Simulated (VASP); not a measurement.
# Zn8O7 (a cell with a defect) in VASP: a series of runs

Runs on Zn8O7 (a cell with a defect). Level: PBEsol. Tasks: single point.

Program: VASP 6.6.1. These are calculated values, not measurements. Logs are shortened: lines on timing, memory, paths and dates and some standing lists are left out, and cuts for length are marked.

## Step 1: The cell of the first run

The cell holds a defect, 15 atoms: a = 6.440 Å, b = 5.577 Å, c = 5.200 Å, α = 90.00°, β = 90.00°, γ = 90.00°.

## Step 2: Single point, PBEsol

The input, INCAR:

```
SYSTEM = Zn8O7
PREC = Accurate ; ENCUT = 520
EDIFF = 1E-6 ; ISMEAR = -1
SIGMA = 0.05 ; LREAL = Auto
LASPH = .TRUE. ; NELM = 100
ALGO = Normal ; ISIF = 2
LWAVE = .FALSE. ; LCHARG = .TRUE.
GGA = PS ; LELF = .TRUE.
LVHAR = .TRUE. ; NBANDS = 82
```

The input, KPOINTS:

```
Automatic mesh
0
G
  2 3 3
  0 0 0
```

The input, POSCAR:

```
Zn8O7
1.0
   -3.2200000000     -5.5772040000      0.0000000000
    4.8300000000     -2.7886020000      0.0000000000
    0.0000000000      0.0000000000      5.2000000000
Zn O
8 7
Direct
    0.5003090776      0.3735988972     -0.0115615303
    0.5002871423      0.6666151374      0.5529513594
    0.2740333666      0.8203035705     -0.0083692728
    0.2547582515      0.1663376014      0.4941781717
    0.0002541584      0.3284788911     -0.0057949462
    0.0002537356      0.6685923875      0.4950604772
    0.7262939508      0.8201623765     -0.0084654371
    0.7458959706      0.1662960954      0.4941674328
    0.5003240920      0.3488811776      0.3734885608
    0.2595357139      0.8278727651      0.3770537851
    0.2595620307      0.1653597385      0.8799681438
    0.0003168747      0.3306911004      0.3774973182
    0.0002534960      0.6723222747      0.8812069047
    0.7409923620      0.8278569062      0.3769700613
    0.7409952773      0.1652806804      0.8799530715
```

Potentials or basis: VASP PAW PBE potentials, release 64 (Zn, O).

Run with:

```bash
cat potpaw_PBE.64/Zn/POTCAR potpaw_PBE.64/O/POTCAR > POTCAR
mpirun -np 1 vasp_std > vasp.out
```

OUTCAR:

```text
SYSTEM = Zn8O7
   PREC = Accurate
   ENCUT = 520
   EDIFF = 1E-6
   ISMEAR = -1
   LREAL = Auto
   LASPH = .TRUE.
   NELM = 100
   ISIF = 2
   GGA = PS

 ion  position               nearest neighbor table
   1  0.500  0.374  0.988-   9 2.01  15 2.02  11 2.02   2 2.79   7 2.88   3 2.89
   2  0.500  0.667  0.553-   9 2.00  14 2.01  10 2.01   1 2.79   7 2.84   3 2.84
   3  0.274  0.820  0.992-  10 2.01  11 2.01  13 2.03   2 2.84   1 2.89   7 2.91
   4  0.255  0.166  0.494-  12 1.97   9 1.98  10 1.98  11 2.01
   5  0.000  0.328  0.994-  15 1.99  11 1.99  12 1.99  13 2.01
   6  0.000  0.669  0.495-  12 1.98  14 1.99  10 1.99  13 2.01
   7  0.726  0.820  0.992-  14 2.01  15 2.01  13 2.03   2 2.84   1 2.88   3 2.91
   8  0.746  0.166  0.494-  12 1.97   9 1.98  14 1.98  15 2.01
   9  0.500  0.349  0.373-   4 1.98   8 1.98   2 2.00   1 2.01
  10  0.260  0.828  0.377-   4 1.98   6 1.99   3 2.01   2 2.01
  11  0.260  0.165  0.880-   5 1.99   4 2.01   3 2.01   1 2.02
  12  0.000  0.331  0.377-   8 1.97   4 1.97   6 1.98   5 1.99
  13  0.000  0.672  0.881-   5 2.01   6 2.01   3 2.03   7 2.03
  14  0.741  0.828  0.377-   8 1.98   6 1.99   7 2.01   2 2.01
  15  0.741  0.165  0.880-   5 1.99   8 2.01   7 2.01   1 2.02

  LATTYP: Found a simple orthorhombic cell.
 ALAT       =     5.2000000000
 B/A-ratio  =     1.0725391731
 C/A-ratio  =     1.2384616050

  Lattice vectors:

 A1 = (   0.0000000000,   0.0000000000,  -5.2000000000)
 A2 = (   4.8300000000,  -2.7886020000,   0.0000000000)
 A3 = (  -3.2200000000,  -5.5772040000,   0.0000000000)

Analysis of symmetry for initial positions (statically):
=====================================================================
 Subroutine PRICEL returns:
 Original cell was already a primitive cell.

 Routine SETGRP: Setting up the symmetry group for a
 simple orthorhombic supercell.

 Subroutine GETGRP returns: Found  1 space group operations
 (whereof  1 operations were pure point group operations)
 out of a pool of  8 trial point group operations.

The static configuration has the point symmetry C_1 .

Analysis of symmetry for dynamics (positions and initial velocities):
=====================================================================
 Subroutine PRICEL returns:
 Original cell was already a primitive cell.

 Routine SETGRP: Setting up the symmetry group for a
 simple orthorhombic supercell.

 Subroutine GETGRP returns: Found  1 space group operations
[... 130 lines left out ...]
   EFERMI_NEDOS =   21; number of points for ismear=-14 and -15
   IALGO  =     38    algorithm
   IMIX   =      4    mixing-type and parameters
     AMIX     =   0.40;   BMIX     =  1.00
     AMIX_MAG =   1.60;   BMIX_MAG =  1.00
  volume/ion in A,a.u.               =      12.45        84.03
  Fermi-wavevector in a.u.,A,eV,Ry     =   1.480014  2.796822 29.802782  2.190443
  Thomas-Fermi vector in A             =   2.594101
   LORBIT       =      0    0 simple, 1 ext, 2 COOP (PROOUT), +10 PAW based schemes
   GGA     = PS    functional components
   LHFCALC =     F    Hartree Fock is set to
   AEXX    =    0.0000 exact exchange contribution
   IVDW    =     0    specifies the selected vdW correction
   LEPSILON=     F    determine dielectric tensor
   LRPA    =     F    only Hartree local field effects (RPA)
 non-spin polarized calculation
  energy-cutoff  :      520.00
  volume of cell :      186.77
 maximum number of plane-waves:      5053
 NGX is ok and might be reduce to    48
   NGX = 23   NGY = 21   NGZ = 19

 number of electron     138.0000056 magnetization

 Free energy of the ion-electron system (eV)
  ---------------------------------------------------
  ext. energy  EPLUGINS =         0.00000000
  ---------------------------------------------------
  free energy    TOTEN  =       -68.68773938 eV

  energy without entropy =      -68.68773918  energy(sigma->0) =      -68.68773928

 E-fermi :   1.8208     XC(G=0): -11.1203

 val. band max:        1.0526000704   @ k =   0.5000   0.0000   0.3333
 cond. band min:       2.5070444872   @ k =   0.5000   0.0000   0.0000
 fundamental gap:      1.4544444168
 Fermi energy:         1.8208016833

 k-point     1 :       0.0000    0.0000    0.0000
  band No.  band energies     occupation
      1     -16.9149      2.00000
      2     -16.2895      2.00000
      3     -16.2735      2.00000
      4     -16.2448      2.00000
      5     -16.1717      2.00000
      6     -16.0358      2.00000
[... 829 lines left out ...]
     80       9.4000      0.00000
     81       9.6514      0.00000
 [bands above 81 left out]

------------------------ aborting loop because EDIFF is reached ----------------------------------------

  FORCE on cell =-STRESS in cart. coord.  units (eV):
  Direction    XX          YY          ZZ          XY          YZ          ZX
  --------------------------------------------------------------------------------------
  -------------------------------------------------------------------------------------
  Total       -5.8784436     -5.5370345     -6.5850351      0.2987066     -0.0411459      0.0751683
  in kB      -50.4274722    -47.4987379    -56.4888764      2.5624160     -0.3529644      0.6448218
  external PRESSURE =     -51.4716955 kB  Pullay stress =       0.0000000 kB

 VOLUME and BASIS-vectors are now :
 -----------------------------------------------------------------------------
  energy-cutoff  :      520.00
  volume of cell :      186.77
      direct lattice vectors                 reciprocal lattice vectors
    -3.220000000 -5.577204000  0.000000000    -0.077639752 -0.134475985  0.000000000
     4.830000000 -2.788602000  0.000000000     0.155279503 -0.089650656  0.000000000
     0.000000000  0.000000000  5.200000000     0.000000000  0.000000000  0.192307692

 POSITION                                       TOTAL-FORCE (eV/Angst)
 -----------------------------------------------------------------------------------
      0.19349     -3.83214      5.13988         0.040607     -0.022578     -0.006512
      1.60883     -4.64913      2.87535        -0.001480      0.001371      0.059839
      3.07968     -3.81584      5.15648        -0.033127     -0.017507     -0.012779
     -0.01691     -1.88469      2.56973        -0.003031     -0.006186      0.000246
      1.58573     -0.91741      5.16987        -0.001817      0.001124     -0.002113
      3.22848     -1.86585      2.57431         0.005826     -0.002978     -0.005756
      1.62272     -6.33780      5.15598        -0.001521      0.034819     -0.012309
     -1.59857     -4.62375      2.56967         0.004274      0.006342     -0.000119
      0.07405     -3.76330      1.94214        -0.007173      0.002643     -0.007414
      3.16292     -3.75609      1.96068        -0.000046      0.004559     -0.010468
     -0.03710     -1.90875      4.57583        -0.002378     -0.000978     -0.000696
      1.59622     -0.92393      1.96299         0.007038     -0.002231     -0.000498
      3.24650     -1.87625      4.58228        -0.001420      0.001590      0.008609
      1.61255     -6.44123      1.96024        -0.003888     -0.003141     -0.009174
     -1.58770     -4.59358      4.57576        -0.001864      0.003150     -0.000856
 -----------------------------------------------------------------------------------
    total drift:                                0.000840      0.000511     -0.008767

  FREE ENERGIE OF THE ION-ELECTRON SYSTEM (eV)
  ---------------------------------------------------
  free  energy   TOTEN  =       -68.6877393752 eV

  energy  without entropy=      -68.6877391827  energy(sigma->0) =      -68.68773928
```

Wall time 8.6 min (1 thread of Intel Xeon 8259CL, shared host); peak memory 0.32 GiB.

What came out:

```yaml
Free_energy: -68.6877 eV
Pressure: -5.1 GPa
Largest_force: 0.060 eV/Å
Band_gap_on_the_k_mesh: 1.45 eV
```

Forces on the atoms (eV/Å):
```
Zn   0.041 -0.023 -0.007
Zn  -0.001  0.001  0.060
Zn  -0.033 -0.018 -0.013
Zn  -0.003 -0.006  0.000
Zn  -0.002  0.001 -0.002
Zn   0.006 -0.003 -0.006
Zn  -0.002  0.035 -0.012
Zn   0.004  0.006  0.000
O   -0.007  0.003 -0.007
O    0.000  0.005 -0.010
O   -0.002 -0.001 -0.001
O    0.007 -0.002  0.000
O   -0.001  0.002  0.009
O   -0.004 -0.003 -0.009
O   -0.002  0.003 -0.001
```

Caveat: the k points lie up to 0.49 Å⁻¹ apart; the PAW data sets were made with another functional, which shifts forces and pressure a little.

## Step 3: Single point, PBEsol

The input, INCAR:

```
SYSTEM = Zn8O7
  PREC = Accurate
  ENCUT = 520
  EDIFF = 1E-6
  ISMEAR = -1
  SIGMA = 0.05
  LREAL = Auto
  LASPH = .TRUE.
  NELM = 100
  ALGO = Normal
  ISIF = 2
  LWAVE = .FALSE.
  LCHARG = .TRUE.
  GGA = PS
  LELF = .TRUE.
  LVHAR = .TRUE.
  NBANDS = 82
```

The input, KPOINTS:

```
regular mesh
0
G
  2 3 3
  0 0 0
```

The input, POSCAR:

```
Zn8O7
1.0
   -3.2200001730     -5.5772039001      0.0000000000
    4.8300000865     -2.7886018501      0.0000000000
    0.0000000000      0.0000000000      5.2000000000
Zn O
8 7
Direct
    0.4955077788      0.3345951273     -0.0072581626
    0.4759203298      0.6809995197      0.4899489699
    0.2500000000      0.8343305936      0.0509995895
    0.2500000000      0.1275347886      0.4869255512
    0.0044922212      0.3345951273     -0.0072581626
    0.0240796702      0.6809995197      0.4899489699
    0.7500000000      0.8322930656     -0.0064245586
    0.7500000000      0.1726030293      0.4927959329
    0.4906836038      0.3357596043      0.3784448004
    0.4907655954      0.6730174961      0.8753932396
    0.2500000000      0.1521642058      0.8718796384
    0.0093163962      0.3357596043      0.3784448004
    0.0092344046      0.6730174961      0.8753932396
    0.7500000000      0.8287754542      0.3797979865
    0.7500000000      0.1702216979      0.8759681656
```

Potentials or basis: VASP PAW PBE potentials, release 64 (Zn, O).

Run with:

```bash
cat potpaw_PBE.64/Zn/POTCAR potpaw_PBE.64/O/POTCAR > POTCAR
mpirun -np 1 vasp_std > vasp.out
```

Wall time 8.6 min (1 thread of Intel Xeon 8259CL, shared host); peak memory 0.32 GiB.

Results (log left out):

* Free energy: -68.6878 eV
* Pressure: -5.2 GPa
* Largest force: 0.064 eV/Å
* Band gap on the k mesh: 1.46 eV

Forces on the atoms (eV/Å):
```
Zn   0.001  0.000 -0.002
Zn   0.025  0.014 -0.013
Zn  -0.001  0.001  0.064
Zn  -0.040  0.023 -0.012
Zn   0.001 -0.001 -0.002
Zn   0.000 -0.029 -0.013
Zn  -0.005  0.003 -0.005
Zn   0.004 -0.003 -0.006
O    0.005 -0.003  0.000
O    0.001 -0.005 -0.007
O    0.002 -0.001 -0.006
O    0.006 -0.003  0.000
O    0.005  0.001 -0.007
O   -0.001  0.001  0.004
O   -0.003  0.002  0.003
```

Stress tensor (GPa, compression positive):
```
-5.07  0.25 -0.06
 0.25 -4.78  0.03
-0.06  0.03 -5.65
```

Levels at points of the mesh, in eV from the valence-band top:
```tsv
k point	band 65	band 66	band 67	band 68	band 69	band 70	band 71	band 72	band 73	band 74
(0.00, 0.00, 0.00)	-1.18	-0.96	-0.62	-0.44	-0.38	2.60	3.75	4.14	4.72	5.40
(0.50, 0.00, 0.00)	-1.31	-0.98	-0.63	-0.56	-0.05	1.46	4.30	4.73	4.81	4.82
```

Caveat: the k points lie up to 0.49 Å⁻¹ apart; the PAW data sets were made with another functional, which shifts forces and pressure a little.

(Part 1 of 2 ends here.)
